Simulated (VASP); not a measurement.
Crystal: Pd.

```
CELL_PARAMETERS angstrom
0.00000 1.94490 1.94490
1.94490 0.00000 1.94490
1.94490 1.94490 0.00000
ATOMIC_POSITIONS crystal
Pd 0.00000 0.00000 0.00000
```

* Program: VASP 6.6.1
* Task: relaxation of cell and atoms
* Functional: LDA
* Potentials or basis: VASP PAW LDA potentials, release 64 (Pd)
* Cutoff: 600 eV
* k mesh: 18 × 18 × 18
* Occupations: gaussian, width 0.1 eV
* Spin: no spin polarisation

At the start: pressure -7.8 GPa; volume 14.71 Å³/atom.

How do energy, volume and symmetry change on relaxing?

Over 4 steps the energy falls by 14.2 meV/atom and the volume is 14.16 Å³/atom (-3.8 %); space group Fm-3m (No. 225, to 0.05 Å).

The path:
| step | energy change (eV) | largest force (eV/Å) | pressure (GPa) | volume (Å³) |
| --- | --- | --- | --- | --- |
| 1 | 0.0000 | 0.0000 | -7.85 | 14.71 |
| 2 | 0.0358 | 0.0000 | 18.56 | 13.23 |
| 3 | -0.0141 | 0.0000 | -0.18 | 14.17 |
| 4 | -0.0142 | 0.0000 | 0.01 | 14.16 |

Final structure:
```
Pd
1.0
     0.00000    1.92021    1.92021
     1.92021    0.00000    1.92021
     1.92021    1.92021    0.00000
Pd
1
Direct
  0.00000 0.00000 0.00000
```
